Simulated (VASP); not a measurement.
Set up this calculation in VASP 6.6.1, as the native input.

* Task: single point
* Functional: r2SCAN
* Potentials or basis: VASP PAW PBE potentials, release 64 (Cd, Se)
* Cutoff: 520 eV
* k mesh: 6 × 6 × 6
* Occupations: methfessel-paxton, width 0.2 eV
* Spin: no spin polarisation
* Dipole correction: no
* Further INCAR settings: ALGO = Normal; EDIFF = 1e-06; NBANDS = 16

Crystal: CdSe.

```
CELL_PARAMETERS angstrom
0.00000 3.06778 3.06778
3.06778 0.00000 3.06778
3.06778 3.06778 0.00000
ATOMIC_POSITIONS crystal
Cd 0.00000 0.00000 0.00000
Se 0.25000 0.25000 0.25000
```

One way to write it, as run:

POSCAR

```
CdSe
1.0
    0.0000000000      3.0677809647      3.0677809647
    3.0677809647      0.0000000000      3.0677809647
    3.0677809647      3.0677809647      0.0000000000
Cd Se
1 1
Direct
    0.0000000000      0.0000000000      0.0000000000
    0.2500000000      0.2500000000      0.2500000000
```

INCAR.step1

```
SYSTEM = CdSe
PREC = Accurate
ENCUT = 520
ISMEAR = 1
SIGMA = 0.2
LREAL = .False.
LASPH = .True.
NELM = 100
NBANDS = 16
GGA = PE
ALGO = Normal
EDIFF = 1E-4
LWAVE = .True.
LCHARG = .False.
```

INCAR.step2

```
SYSTEM = CdSe
PREC = Accurate
ENCUT = 520
EDIFF = 1E-6
ISMEAR = 1
SIGMA = 0.2
LREAL = .False.
LASPH = .True.
NELM = 100
ALGO = Normal
ISIF = 2
LWAVE = .False.
LCHARG = .False.
METAGGA = R2SCAN
LMIXTAU = .True.
NBANDS = 16
ISTART = 1
```

KPOINTS

```
regular mesh
0
Gamma
  6 6 6
  0 0 0
```

Potentials or basis: VASP PAW PBE potentials, release 64 (Cd, Se).

The run is started by

```sh
$ cat potpaw_PBE.64/Cd/POTCAR potpaw_PBE.64/Se/POTCAR > POTCAR
$ cp INCAR.step1 INCAR
$ mpirun -np 1 vasp_std > vasp.out
$ cp INCAR.step2 INCAR
$ mpirun -np 1 vasp_std > vasp.out
```

It gave:

- Pressure: 0.2 GPa
- Band gap on the k mesh: 1.03 eV, direct

Caveat: the PAW data sets were made with another functional, which shifts forces and pressure a little.

It took 73 s on 1 thread of Intel(R) Xeon(R) Platinum 8124M CPU @ 3.00GHz (Skylake/Cascade Lake) (shared host), peak memory 0.19 GiB.
